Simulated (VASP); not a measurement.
# CuO (Cc) in VASP: notebook

CuO is run at these levels: PBEsol+U; tasks: single point.

Everything below comes from runs of VASP 6.6.1. Logs are shortened: lines on timing, memory, paths and dates and some standing lists are left out, and cuts for length are marked.

### 1 The cell of the first run

The structure is monoclinic, space group Cc (No. 9). Conventional cell: a = 4.689 Å, b = 3.427 Å, c = 5.132 Å, α = 90.00°, β = 99.65°, γ = 90.00°. Cu (site symmetry 1) has 4 O at 1.91 to 2.02 Å within 2.5 Å. Within 2.5 Å of O (site symmetry 1) lie 4 Cu at 1.91 to 2.02 Å.

### 2 Single point, PBEsol+U, collinear spin, antiferromagnetic start

INCAR reads:

```
SYSTEM = CuO
ALGO = Normal ; EDIFF = 1E-6
ENCUT = 520 ; GGA = PS
ISIF = 2 ; ISMEAR = 0
ISPIN = 2 ; LASPH = .True.
LCHARG = .True. ; LDAU = .True.
LDAUJ = 0.7 0 ; LDAUL = 2 -1
LDAUPRINT = 1 ; LDAUTYPE = 1
LDAUU = 6 0 ; LELF = .True.
LMAXMIX = 4 ; LORBIT = 11
LREAL = .False. ; LVHAR = .True.
LWAVE = .False. ; MAGMOM = 0.6 -0.6 0 0
NBANDS = 29 ; NELM = 150
PREC = Accurate ; SIGMA = 0.05
```

KPOINTS reads:

```
k-points
0
Gamma
  7 7 4
  0 0 0
```

POSCAR reads:

```
CuO
1.0
    2.3446497600     -1.7133998200      0.0000000000
    2.3446497600      1.7133998200      0.0000000000
   -0.8605499100      0.0000000000      5.0594394800
Cu O
2 2
Direct
    0.0032000000      0.4968000000      0.0000000000
    0.4968000000      0.0032000000      0.5000000000
    0.5714000000      0.4056000000      0.2537000000
    0.4056000000      0.5714000000      0.7537000000
```

Potentials or basis: VASP PAW PBE potentials, release 64 (Cu, O).

Launch:

```
cat potpaw_PBE.64/Cu/POTCAR potpaw_PBE.64/O/POTCAR > POTCAR
mpirun -np 1 vasp_std > vasp.out
```

OUTCAR:

```text
SYSTEM = CuO
   EDIFF = 1E-6
   ENCUT = 520
   GGA = PS
   ISIF = 2
   ISMEAR = 0
   ISPIN = 2
   LASPH = .True.
   LORBIT = 11
   LREAL = .False.
   NELM = 150
   PREC = Accurate

 ion  position               nearest neighbor table
   1  0.003  0.497  0.000-   4 1.91   3 1.93   4 1.98   3 2.02
   2  0.497  0.003  0.500-   3 1.91   4 1.93   3 1.98   4 2.02
   3  0.571  0.406  0.254-   2 1.91   1 1.93   2 1.98   1 2.02
   4  0.406  0.571  0.754-   1 1.91   2 1.93   1 1.98   2 2.02

  LATTYP: Found a base centered monoclinic cell.
 ALAT       =     4.6892995200
 B/A-ratio  =     0.7307700490
 C/A-ratio  =     1.0944283419
 COS(beta)  =    -0.1676798045

  Lattice vectors:

 A1 = (   2.3446497600,  -1.7133998200,   0.0000000000)
 A2 = (   2.3446497600,   1.7133998200,   0.0000000000)
 A3 = (  -0.8605499100,   0.0000000000,   5.0594394800)

Analysis of symmetry for initial positions (statically):
=====================================================================
 Subroutine PRICEL returns:
 Original cell was already a primitive cell.

 Routine SETGRP: Setting up the symmetry group for a
 base centered monoclinic supercell.

 Subroutine GETGRP returns: Found  2 space group operations
 (whereof  1 operations were pure point group operations)
 out of a pool of  4 trial point group operations.

The static configuration has the point symmetry C_1 .
 The point group associated with its full space group is C_1h.

Analysis of symmetry for dynamics (positions and initial velocities):
=====================================================================
 Subroutine PRICEL returns:
 Original cell was already a primitive cell.

 Routine SETGRP: Setting up the symmetry group for a
 base centered monoclinic supercell.

 Subroutine GETGRP returns: Found  2 space group operations
 (whereof  1 operations were pure point group operations)
 out of a pool of  4 trial point group operations.

The dynamic configuration has the point symmetry C_1 .
 The point group associated with its full space group is C_1h.

Analysis of structural, dynamic, and magnetic symmetry:
=====================================================================
 Subroutine PRICEL returns:
 Original cell was already a primitive cell.

 Routine SETGRP: Setting up the symmetry group for a
 base centered monoclinic supercell.

 Subroutine GETGRP returns: Found  2 space group operations
 (whereof  1 operations were pure point group operations)
 out of a pool of  4 trial point group operations.

The overall configuration has the point symmetry C_1 .
 The point group associated with its full space group is C_1h.

 Subroutine INISYM returns: Found  2 space group operations
 (whereof  1 operations are pure point group operations),
 and found     1 'primitive' translations

----------------------------------------------------------------------------------------

                                     Primitive cell

  volume of cell :      40.6508

[... 131 lines left out ...]
 maximum number of plane-waves:      1129
 NGX is ok and might be reduce to    24
   NGX = 11   NGY = 11   NGZ = 19

atom =   1  type =  1  l = 2

 onsite density matrix

spin component  1

  0.9647  0.0005  0.0083 -0.0073  0.0018
  0.0005  0.9869 -0.0004 -0.0229  0.0079
  0.0083 -0.0004  0.9740  0.0000 -0.0014
 -0.0073 -0.0229  0.0000  1.0047 -0.0115
  0.0018  0.0079 -0.0014 -0.0115  0.9748

spin component  2

  0.9588 -0.0329  0.0098  0.0373 -0.0129
 -0.0329  0.7881  0.0020  0.2533 -0.0832
  0.0098  0.0020  0.9755 -0.0026 -0.0007
  0.0373  0.2533 -0.0026  0.6238  0.1150
 -0.0129 -0.0832 -0.0007  0.1150  0.9357

 occupancies and eigenvectors

  o =  0.3972  v =  0.0000  0.0000  0.0000  0.0000  0.0000 -0.0907 -0.5664  0.0066  0.7781 -0.2559      0.0000  0.0000  0.0000  0.0000  0.0000  0.0000  0.0000  0.0000  0.0000  0.0000
  o =  0.9571  v =  0.0000  0.0000  0.0000  0.0000  0.0000  0.8500  0.1777 -0.4440  0.2069 -0.0771      0.0000  0.0000  0.0000  0.0000  0.0000  0.0000  0.0000  0.0000  0.0000  0.0000
  o =  0.9585  v =  0.8507  0.1541 -0.4585  0.1918 -0.0744  0.0000  0.0000  0.0000  0.0000  0.0000      0.0000  0.0000  0.0000  0.0000  0.0000  0.0000  0.0000  0.0000  0.0000  0.0000
  o =  0.9706  v = -0.0610 -0.1910 -0.2181 -0.4284 -0.8536  0.0000  0.0000  0.0000  0.0000  0.0000      0.0000  0.0000  0.0000  0.0000  0.0000  0.0000  0.0000  0.0000  0.0000  0.0000
  o =  0.9716  v =  0.1154 -0.7774 -0.2687 -0.3673  0.4187  0.0000  0.0000  0.0000  0.0000  0.0000      0.0000  0.0000  0.0000  0.0000  0.0000  0.0000  0.0000  0.0000  0.0000  0.0000
  o =  0.9727  v =  0.0000  0.0000  0.0000  0.0000  0.0000 -0.0475  0.6253  0.3595  0.5734  0.3857      0.0000  0.0000  0.0000  0.0000  0.0000  0.0000  0.0000  0.0000  0.0000  0.0000
  o =  0.9734  v =  0.0000  0.0000  0.0000  0.0000  0.0000 -0.1602  0.4655  0.0464  0.0342 -0.8685      0.0000  0.0000  0.0000  0.0000  0.0000  0.0000  0.0000  0.0000  0.0000  0.0000
  o =  0.9794  v = -0.4974  0.2238 -0.8185  0.1213  0.1337  0.0000  0.0000  0.0000  0.0000  0.0000      0.0000  0.0000  0.0000  0.0000  0.0000  0.0000  0.0000  0.0000  0.0000  0.0000
  o =  0.9815  v =  0.0000  0.0000  0.0000  0.0000  0.0000 -0.4913  0.1999 -0.8194  0.1477  0.1598      0.0000  0.0000  0.0000  0.0000  0.0000  0.0000  0.0000  0.0000  0.0000  0.0000
  o =  1.0250  v =  0.1091  0.5342  0.0062 -0.7938  0.2695  0.0000  0.0000  0.0000  0.0000  0.0000      0.0000  0.0000  0.0000  0.0000  0.0000  0.0000  0.0000  0.0000  0.0000  0.0000

atom =   2  type =  1  l = 2

 onsite density matrix

spin component  1

  0.9588 -0.0329 -0.0098 -0.0373  0.0129
 -0.0329  0.7881 -0.0020 -0.2533  0.0832
 -0.0098 -0.0020  0.9755 -0.0026 -0.0007
 -0.0373 -0.2533 -0.0026  0.6238  0.1150
  0.0129  0.0832 -0.0007  0.1150  0.9357

spin component  2

  0.9647  0.0005 -0.0083  0.0073 -0.0018
  0.0005  0.9869  0.0004  0.0229 -0.0079
 -0.0083  0.0004  0.9740  0.0000 -0.0014
  0.0073  0.0229  0.0000  1.0047 -0.0115
 -0.0018 -0.0079 -0.0014 -0.0115  0.9748

 occupancies and eigenvectors

  o =  0.3972  v =  0.0907  0.5664  0.0066  0.7781 -0.2559  0.0000  0.0000  0.0000  0.0000  0.0000      0.0000  0.0000  0.0000  0.0000  0.0000  0.0000  0.0000  0.0000  0.0000  0.0000
  o =  0.9571  v = -0.8500 -0.1777 -0.4440  0.2069 -0.0771  0.0000  0.0000  0.0000  0.0000  0.0000      0.0000  0.0000  0.0000  0.0000  0.0000  0.0000  0.0000  0.0000  0.0000  0.0000
  o =  0.9585  v =  0.0000  0.0000  0.0000  0.0000  0.0000  0.8507  0.1541  0.4585 -0.1918  0.0744      0.0000  0.0000  0.0000  0.0000  0.0000  0.0000  0.0000  0.0000  0.0000  0.0000
  o =  0.9706  v =  0.0000  0.0000  0.0000  0.0000  0.0000  0.0610  0.1910 -0.2181 -0.4284 -0.8536      0.0000  0.0000  0.0000  0.0000  0.0000  0.0000  0.0000  0.0000  0.0000  0.0000
  o =  0.9716  v =  0.0000  0.0000  0.0000  0.0000  0.0000 -0.1154  0.7774 -0.2687 -0.3673  0.4187      0.0000  0.0000  0.0000  0.0000  0.0000  0.0000  0.0000  0.0000  0.0000  0.0000
  o =  0.9727  v =  0.0475 -0.6253  0.3595  0.5734  0.3857  0.0000  0.0000  0.0000  0.0000  0.0000      0.0000  0.0000  0.0000  0.0000  0.0000  0.0000  0.0000  0.0000  0.0000  0.0000
  o =  0.9734  v =  0.1602 -0.4655  0.0464  0.0342 -0.8685  0.0000  0.0000  0.0000  0.0000  0.0000      0.0000  0.0000  0.0000  0.0000  0.0000  0.0000  0.0000  0.0000  0.0000  0.0000
  o =  0.9794  v =  0.0000  0.0000  0.0000  0.0000  0.0000 -0.4974  0.2238  0.8185 -0.1213 -0.1337      0.0000  0.0000  0.0000  0.0000  0.0000  0.0000  0.0000  0.0000  0.0000  0.0000
  o =  0.9815  v =  0.4913 -0.1999 -0.8194  0.1477  0.1598  0.0000  0.0000  0.0000  0.0000  0.0000      0.0000  0.0000  0.0000  0.0000  0.0000  0.0000  0.0000  0.0000  0.0000  0.0000
  o =  1.0250  v =  0.0000  0.0000  0.0000  0.0000  0.0000 -0.1091 -0.5342  0.0062 -0.7938  0.2695      0.0000  0.0000  0.0000  0.0000  0.0000  0.0000  0.0000  0.0000  0.0000  0.0000

 number of electron      33.9999999 magnetization       0.0000000

 Free energy of the ion-electron system (eV)
  ---------------------------------------------------
  ext. energy  EPLUGINS =         0.00000000
  ---------------------------------------------------
  free energy    TOTEN  =       -18.38638790 eV

  energy without entropy =      -18.38638790  energy(sigma->0) =      -18.38638790

 E-fermi :   5.0448     XC(G=0): -12.1133

 val. band max:        4.7456002583   @ k =   0.0000   0.0000   0.0000
 cond. band min:       5.6808675031   @ k =   0.2857   0.1429   0.5000
 fundamental gap:      0.9352672447
 Fermi energy:         5.0447790458

 spin component 1

 k-point     1 :       0.0000    0.0000    0.0000
  band No.  band energies     occupation
      1     -14.1213      1.00000
      2     -12.7148      1.00000
      3      -3.1233      1.00000
      4      -2.4320      1.00000
      5      -0.4296      1.00000
      6      -0.0462      1.00000
[... 1529 lines left out ...]
     28      23.3428      0.00000
     29      25.2015      0.00000

 [... further k-points ...]
[... 5 lines left out ...]
  --------------------------------------------------------------------------------------
  -------------------------------------------------------------------------------------
  Total       -1.6629213     -1.0325345     -1.6141991      0.0000000      0.0000000      0.0964014
  in kB      -65.5410168    -40.6954695    -63.6207215      0.0000000      0.0000000      3.7994861
  external PRESSURE =     -56.6190693 kB  Pullay stress =       0.0000000 kB

 VOLUME and BASIS-vectors are now :
 -----------------------------------------------------------------------------
  energy-cutoff  :      520.00
  volume of cell :       40.65
      direct lattice vectors                 reciprocal lattice vectors
     2.344649760 -1.713399820  0.000000000     0.213251467 -0.291817470  0.036271514
     2.344649760  1.713399820  0.000000000     0.213251467  0.291817470  0.036271514
    -0.860549910  0.000000000  5.059439480     0.000000000  0.000000000  0.197650353

 POSITION                                       TOTAL-FORCE (eV/Angst)
 -----------------------------------------------------------------------------------
      1.17232      0.84573      0.00000        -0.597298      0.264450      0.268013
      0.74205     -0.84573      2.52972        -0.597298     -0.264450      0.268013
      2.07240     -0.28408      1.28358         0.597298      0.195304     -0.268013
      1.64213      0.28408      3.81330         0.597298     -0.195304     -0.268013
 -----------------------------------------------------------------------------------
    total drift:                               -0.000492      0.000000     -0.000389

  FREE ENERGIE OF THE ION-ELECTRON SYSTEM (eV)
  ---------------------------------------------------
  free  energy   TOTEN  =       -18.3863878968 eV

  energy  without entropy=      -18.3863878968  energy(sigma->0) =      -18.38638790

 total charge

# of ion       s       p       d       tot
------------------------------------------
    1        0.380   0.396   9.165   9.941
    2        0.380   0.396   9.165   9.941
    3        1.554   3.412   0.000   4.966
    4        1.554   3.412   0.000   4.966
--------------------------------------------------
tot          3.869   7.616  18.330  29.815

 magnetization (x)

# of ion       s       p       d       tot
------------------------------------------
    1       -0.006  -0.006   0.623   0.612
    2        0.006   0.006  -0.623  -0.612
    3       -0.000  -0.003   0.000  -0.004
    4        0.000   0.003   0.000   0.004
--------------------------------------------------
tot          0.000   0.000   0.000   0.000
```

Wall time 2.7 min (1 thread of Oxide Virtual Turin-like, shared host); peak memory 0.2 GiB.

Results:

```yaml
Free_energy: -18.3864 eV
Pressure: -5.7 GPa
Largest_force: 0.706 eV/Å
Band_gap_on_the_k_mesh: 0.94 eV, indirect (least direct gap 1.18 eV)
Net_moment: 0.00 μB per cell
Site_moments: Cu +0.61, -0.61; O -0.00, +0.00 μB
Valence_electrons_inside_the_program's_atomic_spheres: Cu 9.94; O 4.97
```

Forces on the atoms (eV/Å):
```
Cu  -0.597  0.264  0.268
Cu  -0.597 -0.264  0.268
O    0.597  0.195 -0.268
O    0.597 -0.195 -0.268
```

Eigenvalues of the final occupation matrices:
```
    site  spin  trace               eigenvalues
site 1 d     1   4.91  0.96 0.97 0.97 0.98 1.03
site 1 d     2   4.28  0.40 0.96 0.97 0.97 0.98
site 2 d     1   4.28  0.40 0.96 0.97 0.97 0.98
site 2 d     2   4.91  0.96 0.97 0.97 0.98 1.03
```

Caveat: the PAW data sets were made with another functional, which shifts forces and pressure a little. A k mesh can miss the band edges.

[end of part 1 of 2]
